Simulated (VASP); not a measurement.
# SnTe (rocksalt type) (Fm-3m) in VASP: further runs

SnTe (rocksalt type) is run at these levels: PBEsol; tasks: single point.

Program: VASP 6.6.1. These are calculated values, not measurements. Logs are shortened: lines on timing, memory, paths and dates and some standing lists are left out, and cuts for length are marked.

### 1 The cell of the first run

Symmetry: Fm-3m, No. 225, cubic system. The conventional cell has a = 6.024 Å, b = 6.024 Å, c = 6.024 Å, α = 90.00°, β = 90.00°, γ = 90.00°. Sn (site symmetry m-3m) has 6 Te at 3.01 Å within 4.0 Å. Te (site symmetry m-3m) has 6 Sn at 3.01 Å within 4.0 Å.

### 2 Single point, PBEsol (volume scaled by 0.88)

File INCAR:

```
SYSTEM = SnTe
  PREC = Accurate
  ENCUT = 520
  EDIFF = 1E-6
  ISMEAR = -1
  SIGMA = 0.08
  LREAL = .False.
  LASPH = .True.
  NELM = 80
  ALGO = Normal
  ISIF = 2
  LWAVE = .False.
  LCHARG = .False.
  GGA = PS
  NBANDS = 17
```

File KPOINTS:

```
regular mesh
0
Gamma
  11 11 11
  0 0 0
```

File POSCAR:

```
SnTe
1.0
    0.0000000000      3.0122120271      3.0122120271
    3.0122120271      0.0000000000      3.0122120271
    3.0122120271      3.0122120271      0.0000000000
Sn Te
1 1
Direct
    0.0000000000      0.0000000000      0.0000000000
    0.5000000000      0.5000000000      0.5000000000
```

Potentials or basis: VASP PAW PBE potentials, release 64 (Sn_d, Te).

The run is started by

```sh
> cat potpaw_PBE.64/Sn_d/POTCAR potpaw_PBE.64/Te/POTCAR > POTCAR
> mpirun -np 1 vasp_std > vasp.out
```

OUTCAR:

```text
SYSTEM = SnTe
   PREC = Accurate
   ENCUT = 520
   EDIFF = 1E-6
   ISMEAR = -1
   LREAL = .False.
   LASPH = .True.
   NELM = 80
   ISIF = 2
   GGA = PS

 ion  position               nearest neighbor table
   1  0.000  0.000  0.000-   2 3.01   2 3.01   2 3.01   2 3.01   2 3.01   2 3.01
   2  0.500  0.500  0.500-   1 3.01   1 3.01   1 3.01   1 3.01   1 3.01   1 3.01

  LATTYP: Found a face centered cubic cell.
 ALAT       =     6.0244240542

  Lattice vectors:

 A1 = (   0.0000000000,   3.0122120271,   3.0122120271)
 A2 = (   3.0122120271,   0.0000000000,   3.0122120271)
 A3 = (   3.0122120271,   3.0122120271,   0.0000000000)

Analysis of symmetry for initial positions (statically):
=====================================================================
 Subroutine PRICEL returns:
 Original cell was already a primitive cell.

 Routine SETGRP: Setting up the symmetry group for a
 face centered cubic supercell.

 Subroutine GETGRP returns: Found 48 space group operations
 (whereof 48 operations were pure point group operations)
 out of a pool of 48 trial point group operations.

The static configuration has the point symmetry O_h .

Analysis of symmetry for dynamics (positions and initial velocities):
=====================================================================
 Subroutine PRICEL returns:
 Original cell was already a primitive cell.

 Routine SETGRP: Setting up the symmetry group for a
 face centered cubic supercell.

 Subroutine GETGRP returns: Found 48 space group operations
 (whereof 48 operations were pure point group operations)
 out of a pool of 48 trial point group operations.

The dynamic configuration has the point symmetry O_h .

 Subroutine INISYM returns: Found 48 space group operations
 (whereof 48 operations are pure point group operations),
 and found     1 'primitive' translations

----------------------------------------------------------------------------------------

                                     Primitive cell

  volume of cell :      54.6621

  direct lattice vectors                    reciprocal lattice vectors
     0.000000000  3.012212027  3.012212027    -0.165990971  0.165990971  0.165990971
     3.012212027  0.000000000  3.012212027     0.165990971 -0.165990971  0.165990971
     3.012212027  3.012212027  0.000000000     0.165990971  0.165990971 -0.165990971

  length of vectors
     4.259911101  4.259911101  4.259911101     0.287504796  0.287504796  0.287504796

  position of ions in fractional coordinates (direct lattice)
     0.000000000  0.000000000  0.000000000
     0.500000000  0.500000000  0.500000000

  ion indices of the primitive-cell ions
   primitive index   ion index
                 1           1
                 2           2

----------------------------------------------------------------------------------------

 KPOINTS: regular mesh

Automatic generation of k-mesh.
 Grid dimensions read from file:
 generate k-points for:   11   11   11

 Generating k-lattice:

  Cartesian coordinates                     Fractional coordinates (reciprocal lattice)
    -0.015090088  0.015090088  0.015090088     0.090909091  0.000000000  0.000000000
     0.015090088 -0.015090088  0.015090088     0.000000000  0.090909091  0.000000000
     0.015090088  0.015090088 -0.015090088     0.000000000  0.000000000  0.090909091

  Length of vectors
     0.026136800  0.026136800  0.026136800

  Shift w.r.t. Gamma in fractional coordinates (k-lattice)
     0.000000000  0.000000000  0.000000000

 Subroutine IBZKPT returns following result:
 ===========================================

 Found     56 irreducible k-points:

 Following reciprocal coordinates:
            Coordinates               Weight
  0.000000  0.000000  0.000000      1.000000
  0.090909  0.000000  0.000000      8.000000
  0.181818  0.000000  0.000000      8.000000
  0.272727  0.000000  0.000000      8.000000
  0.363636  0.000000  0.000000      8.000000
  0.454545  0.000000  0.000000      8.000000
[... 16 lines left out ...]
 -0.272727  0.181818  0.000000     24.000000
 -0.181818  0.181818  0.000000     12.000000
 [... further k-points ...]
   k-points           NKPTS =     56   k-points in BZ     NKDIM =     56   number of bands    NBANDS=     17
   number of dos      NEDOS =    301   number of ions     NIONS =      2
   total plane-waves  NPLWV =  32768
   dimension x,y,z NGX =    32 NGY =   32 NGZ =   32
   dimension x,y,z NGXF=    64 NGYF=   64 NGZF=   64
   ions per type =               1   1
   NGX,Y,Z   is equivalent  to a cutoff of  12.49, 12.49, 12.49 a.u.
   NGXF,Y,Z  is equivalent  to a cutoff of  24.98, 24.98, 24.98 a.u.
 SYSTEM =  SnTe
   PREC   = accura    normal or accurate (medium, high low for compatibility)
   ISTART =      0    job   : 0-new  1-cont  2-samecut
   ICHARG =      2    charge: 1-file 2-atom 10-const
   ISPIN  =      1    spin polarized calculation?
   LNONCOLLINEAR =      F non collinear calculations
   LSORBIT =      F    spin-orbit coupling
   LASPH  =      T    aspherical Exc in radial PAW
   ENCUT  =  520.0 eV  38.22 Ry    6.18 a.u.   7.92  7.92  7.92*2*pi/ulx,y,z
   NELM   =     80;   NELMIN=  2; NELMDL= -5     # of ELM steps
   EDIFF  = 0.1E-05   stopping-criterion for ELM
   LREAL  =      F    real-space projection
   EDIFFG = 0.1E-04   stopping-criterion for IOM
   NSW    =      0    number of steps for IOM
   IBRION =     -1    ionic relax: 0-MD 1-quasi-New 2-CG
   NFREE  =      0    steps in history (QN), initial steepest desc. (CG)
   ISIF   =      2    stress and relaxation
   ISYM   =      2    0-nonsym 1-usesym 2-fastsym
   POTIM  = 0.5000    time-step for ionic-motion
   TEBEG  =    0.0;   TEEND  =   0.0 temperature during run
   PSTRESS=    0.0 pullay stress
   NELECT =      20.0000    total number of electrons
   NUPDOWN=      -1.0000    fix difference up-down
   EMIN   =  10.00;   EMAX   =-10.00  energy-range for DOS
   EFERMI =   0.00;   METHOD = LEGACY
   ISMEAR =    -1;   SIGMA  =   0.08  broadening in eV -4-tet -1-fermi 0-gaus
   EFERMI_NEDOS =   21; number of points for ismear=-14 and -15
   IALGO  =     38    algorithm
   IMIX   =      4    mixing-type and parameters
     AMIX     =   0.40;   BMIX     =  1.00
     AMIX_MAG =   1.60;   BMIX_MAG =  1.00
  volume/ion in A,a.u.               =      27.33       184.44
  Fermi-wavevector in a.u.,A,eV,Ry     =   1.170908  2.212695 18.653922  1.371025
  Thomas-Fermi vector in A             =   2.307359
   LORBIT       =      0    0 simple, 1 ext, 2 COOP (PROOUT), +10 PAW based schemes
   GGA     = PS    functional components
   LHFCALC =     F    Hartree Fock is set to
   AEXX    =    0.0000 exact exchange contribution
   IVDW    =     0    specifies the selected vdW correction
   LEPSILON=     F    determine dielectric tensor
   LRPA    =     F    only Hartree local field effects (RPA)
 non-spin polarized calculation
  energy-cutoff  :      520.00
  volume of cell :       54.66
 maximum number of plane-waves:      1485
   NGX = 15   NGY = 15   NGZ = 15

 number of electron      20.0000005 magnetization

 Free energy of the ion-electron system (eV)
  ---------------------------------------------------
  ext. energy  EPLUGINS =         0.00000000
  ---------------------------------------------------
  free energy    TOTEN  =        -8.16943587 eV

  energy without entropy =       -8.16367564  energy(sigma->0) =       -8.16655576

 E-fermi :   8.6433     XC(G=0): -10.2641

 val. band max:        8.5752589966   @ k =  -0.1818   0.1818   0.0000
 cond. band min:       8.7762840175   @ k =   0.4545   0.0000   0.0000
 fundamental gap:      0.2010250210
 Fermi energy:         8.6433255427

 k-point     1 :       0.0000    0.0000    0.0000
  band No.  band energies     occupation
      1     -13.2747      2.00000
      2     -13.2747      2.00000
      3     -13.2583      2.00000
      4     -13.2583      2.00000
      5     -13.2583      2.00000
      6      -5.3038      2.00000
[... 9 lines left out ...]
     16      13.0728      0.00000
     17      14.9012      0.00000

 k-point     2 :       0.0909    0.0000    0.0000
  band No.  band energies     occupation
      1     -13.2754      2.00000
      2     -13.2754      2.00000
      3     -13.2581      2.00000
      4     -13.2575      2.00000
      5     -13.2575      2.00000
      6      -5.2187      2.00000
[... 9 lines left out ...]
     16      13.2750      0.00000
     17      15.6490      0.00000

 k-point     3 :       0.1818    0.0000    0.0000
  band No.  band energies     occupation
      1     -13.2774      2.00000
      2     -13.2774      2.00000
      3     -13.2577      2.00000
      4     -13.2550      2.00000
      5     -13.2550      2.00000
      6      -4.9688      2.00000
[... 9 lines left out ...]
     16      13.8154      0.00000
     17      17.2775      0.00000

 k-point     4 :       0.2727    0.0000    0.0000
  band No.  band energies     occupation
      1     -13.2805      2.00000
      2     -13.2805      2.00000
      3     -13.2571      2.00000
      4     -13.2515      2.00000
      5     -13.2515      2.00000
      6      -4.5755      2.00000
[... 9 lines left out ...]
     16      14.6641      0.00000
     17      19.3296      0.00000

 k-point     5 :       0.3636    0.0000    0.0000
  band No.  band energies     occupation
      1     -13.2835      2.00000
      2     -13.2835      2.00000
      3     -13.2566      2.00000
      4     -13.2482      2.00000
      5     -13.2482      2.00000
      6      -4.0985      2.00000
[... 9 lines left out ...]
     16      15.7852      0.00000
     17      19.8174      0.00000

 k-point     6 :       0.4545    0.0000    0.0000
  band No.  band energies     occupation
      1     -13.2853      2.00000
      2     -13.2853      2.00000
      3     -13.2564      2.00000
      4     -13.2461      2.00000
      5     -13.2461      2.00000
      6      -3.7060      2.00000
[... 9 lines left out ...]
     16      17.1066      0.00000
     17      18.3309      0.00000

 k-point     7 :       0.0909    0.0909    0.0000
  band No.  band energies     occupation
      1     -13.2771      2.00000
      2     -13.2740      2.00000
      3     -13.2589      2.00000
      4     -13.2568      2.00000
      5     -13.2568      2.00000
      6      -5.1902      2.00000
[... 9 lines left out ...]
     16      13.6572      0.00000
     17      15.7075      0.00000

 k-point     8 :       0.1818    0.0909    0.0000
  band No.  band energies     occupation
      1     -13.2801      2.00000
      2     -13.2743      2.00000
      3     -13.2590      2.00000
      4     -13.2550      2.00000
      5     -13.2546      2.00000
      6      -4.9950      2.00000
[... 9 lines left out ...]
     16      14.2580      0.00000
     17      16.4322      0.00000
[... 203 lines left out ...]
      1     -13.2919      2.00000
      2     -13.2745      2.00000
      3     -13.2596      2.00000
      4     -13.2483      2.00000
      5     -13.2464      2.00000
      6      -4.1554      2.00000
[... 9 lines left out ...]
     16      16.8320      0.00000
     17      18.4485      0.00000

 k-point    20 :       0.4545    0.1818    0.0000
  band No.  band energies     occupation
      1     -13.2931      2.00000
      2     -13.2778      2.00000
      3     -13.2573      2.00000
      4     -13.2475      2.00000
      5     -13.2443      2.00000
      6      -3.7154      2.00000
[... 9 lines left out ...]
     16      17.9814      0.00000
     17      18.2194      0.00000

 k-point    21 :      -0.4545    0.1818    0.0000
  band No.  band energies     occupation
      1     -13.2919      2.00000
      2     -13.2809      2.00000
      3     -13.2548      2.00000
      4     -13.2477      2.00000
      5     -13.2443      2.00000
      6      -3.4537      2.00000
[... 9 lines left out ...]
     16      16.9609      0.00000
     17      19.1465      0.00000

 k-point    22 :      -0.3636    0.1818    0.0000
  band No.  band energies     occupation
      1     -13.2885      2.00000
      2     -13.2830      2.00000
      3     -13.2537      2.00000
      4     -13.2483      2.00000
      5     -13.2462      2.00000
      6      -3.5957      2.00000
[... 9 lines left out ...]
     16      16.0989      0.00000
     17      19.3667      0.00000

 k-point    23 :      -0.2727    0.1818    0.0000
  band No.  band energies     occupation
      1     -13.2841      2.00000
      2     -13.2835      2.00000
      3     -13.2548      2.00000
      4     -13.2492      2.00000
      5     -13.2486      2.00000
      6      -4.0093      2.00000
[... 9 lines left out ...]
     16      17.5414      0.00000
     17      18.1845      0.00000

 k-point    24 :      -0.1818    0.1818    0.0000
  band No.  band energies     occupation
      1     -13.2826      2.00000
      2     -13.2799      2.00000
      3     -13.2565      2.00000
      4     -13.2523      2.00000
      5     -13.2499      2.00000
      6      -4.4443      2.00000
[... 9 lines left out ...]
     16      16.6658      0.00000
     17      16.8933      0.00000

 [... further k-points ...]

------------------------ aborting loop because EDIFF is reached ----------------------------------------

  FORCE on cell =-STRESS in cart. coord.  units (eV):
  Direction    XX          YY          ZZ          XY          YZ          ZX
  --------------------------------------------------------------------------------------
  -------------------------------------------------------------------------------------
  Total        2.7370458      2.7370458      2.7370458      0.0000000      0.0000000     -0.0000000
  in kB       80.2243178     80.2243178     80.2243178      0.0000000      0.0000000     -0.0000000
  external PRESSURE =      80.2243178 kB  Pullay stress =       0.0000000 kB

 VOLUME and BASIS-vectors are now :
 -----------------------------------------------------------------------------
  energy-cutoff  :      520.00
  volume of cell :       54.66
      direct lattice vectors                 reciprocal lattice vectors
     0.000000000  3.012212027  3.012212027    -0.165990971  0.165990971  0.165990971
     3.012212027  0.000000000  3.012212027     0.165990971 -0.165990971  0.165990971
     3.012212027  3.012212027  0.000000000     0.165990971  0.165990971 -0.165990971

 POSITION                                       TOTAL-FORCE (eV/Angst)
 -----------------------------------------------------------------------------------
      0.00000      0.00000      0.00000         0.000000     -0.000000      0.000000
      3.01221      3.01221      3.01221         0.000000      0.000000     -0.000000
 -----------------------------------------------------------------------------------
    total drift:                                0.000000     -0.000000     -0.000000

  FREE ENERGIE OF THE ION-ELECTRON SYSTEM (eV)
  ---------------------------------------------------
  free  energy   TOTEN  =        -8.1694358749 eV

  energy  without entropy=       -8.1636756358  energy(sigma->0) =       -8.16655576
```

It took 72 s on 1 thread of Intel Xeon 8259CL, shared host; peak memory 0.21 GiB.

Results:

```yaml
Free_energy: -8.1694 eV
Pressure: 8.0 GPa
```

Caveat: this odd mesh misses L, where the gap lies, so gap, dielectric constants and Born charges aren't listed; the PAW data sets were made with another functional, which shifts forces and pressure a little; spin-orbit coupling is left out, which moves the levels of the heavy elements.

### 3 Single point, PBEsol (volume scaled by 0.94)

File INCAR:

```
SYSTEM = SnTe
PREC = Accurate
ENCUT = 520
EDIFF = 1E-6
ISMEAR = -1
SIGMA = 0.08
LREAL = .FALSE.
LASPH = .TRUE.
NELM = 100
ALGO = Normal
ISIF = 2
LWAVE = .FALSE.
LCHARG = .FALSE.
GGA = PS
NBANDS = 17
```

File KPOINTS:

```
regular mesh
0
G
  11 11 11
  0 0 0
```

File POSCAR:

```
SnTe
1.0
    0.0000000000      3.0791718804      3.0791718804
    3.0791718804      0.0000000000      3.0791718804
    3.0791718804      3.0791718804      0.0000000000
Sn Te
1 1
Direct
    0.0000000000      0.0000000000      0.0000000000
    0.5000000000      0.5000000000      0.5000000000
```

Potentials or basis: VASP PAW PBE potentials, release 64 (Sn_d, Te).

The run is started by

```sh
> cat potpaw_PBE.64/Sn_d/POTCAR potpaw_PBE.64/Te/POTCAR > POTCAR
> mpirun -np 1 vasp_std > vasp.out
```

Run time: 74 s. Hardware: 1 thread of Intel Xeon 8259CL, shared host; peak memory 0.21 GiB.

The run converged. Its results:

| Quantity | Value |
| --- | --- |
| Free energy | -8.3010 eV |
| Pressure | 3.4 GPa |

Levels at points of the mesh, in eV from the Fermi level:
| k point | band 6 | band 7 | band 8 | band 9 | band 10 | band 11 | band 12 | band 13 | band 14 | band 15 |
| --- | --- | --- | --- | --- | --- | --- | --- | --- | --- | --- |
| (0.00, 0.00, 0.00) | -13.37 | -4.44 | -2.34 | -2.34 | -2.34 | 3.46 | 3.46 | 3.46 | 4.57 | 4.57 |

Caveat: this odd mesh misses L, where the gap lies, so gap, dielectric constants and Born charges aren't listed; the PAW data sets were made with another functional, which shifts forces and pressure a little; spin-orbit coupling is left out, which moves the levels of the heavy elements.

### 4 Single point, PBEsol (volume scaled by 0.94)

File INCAR:

```
PREC = Accurate
ENCUT = 520
EDIFF = 1E-7
ISMEAR = -1
SIGMA = 0.08
LREAL = F
LASPH = T
NELM = 80
ALGO = Normal
ISIF = 2
LWAVE = F
LCHARG = F
GGA = PS
NBANDS = 17
```

File KPOINTS:

```
regular mesh
0
Gamma
  11 11 11
```

POSCAR is that of step 3.

The run is started by

```sh
> cat potpaw_PBE.64/Sn_d/POTCAR potpaw_PBE.64/Te/POTCAR > POTCAR
> mpirun -np 1 vasp_std > vasp.out
```

Wall time 86 s (1 thread of Intel Xeon 8259CL, shared host); peak memory 0.21 GiB.

It converged, with:

| Item | Value |
| --- | --- |
| Free energy | -8.3010 eV |
| Pressure | 3.4 GPa |

Levels at points of the mesh, in eV from the Fermi level:
```
           k point  band 6  band 7  band 8  band 9  band 10  band 11  band 12  band 13  band 14  band 15
(0.00, 0.00, 0.00)  -13.37   -4.44   -2.34   -2.34    -2.34     3.46     3.46     3.46     4.57     4.57
```

Caveat: this odd mesh misses L, where the gap lies, so gap, dielectric constants and Born charges aren't listed; the PAW data sets were made with another functional, which shifts forces and pressure a little; spin-orbit coupling is left out, which moves the levels of the heavy elements.

(Continued in part 2 of 2.)
